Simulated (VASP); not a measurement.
A run of VASP 6.6.1 is set up as follows.

INCAR

```
PREC = Accurate
ENCUT = 520
EDIFF = 1E-6
ISMEAR = 0
SIGMA = 0.1
LREAL = False
LASPH = True
NELM = 80
ALGO = Normal
ISIF = 2
LWAVE = False
LCHARG = True
GGA = PE
LELF = True
LVHAR = True
NBANDS = 30
```

KPOINTS

```
regular mesh
0
Gamma
  4 4 4
```

File POSCAR:

```
P
1.0
   -3.8243373000      3.8243373000      3.7355053000
    3.8243373000     -3.8243373000      3.7355053000
    3.8243373000      3.8243373000     -3.7355053000
P
8
Direct
    0.7735960000      0.9812055000      0.7923905000
    0.1888150000      0.9812055000      0.2076095000
    0.7312055000      0.4388150000      0.7076095000
    0.7312055000      0.0235960000      0.2923905000
    0.5611850000      0.2687945000      0.2923905000
    0.9764040000      0.2687945000      0.7076095000
    0.0187945000      0.8111850000      0.7923905000
    0.0187945000      0.2264040000      0.2076095000
```

Potentials or basis: VASP PAW PBE potentials, release 64 (P).

Command:

```console
$ cat potpaw_PBE.64/P/POTCAR > POTCAR
$ mpirun -np 1 vasp_std > vasp.out
```

**Question.** Predict the band gap on the k mesh.

**Answer.** 1.89 eV (least direct gap 2.00 eV).

**Question.** What does it give for the pressure?

**Answer.** -0.2 GPa.

**Question.** Estimate the largest force.

**Answer.** 0.074 eV/Å.

Forces in eV/Å, atoms in the order of the input:
```
P    0.000  0.047  0.057
P    0.000 -0.047  0.057
P   -0.047  0.000  0.057
P    0.047  0.000  0.057
P    0.000  0.047 -0.057
P    0.000 -0.047 -0.057
P    0.047  0.000 -0.057
P   -0.047  0.000 -0.057
```

A k mesh can miss the band edges.
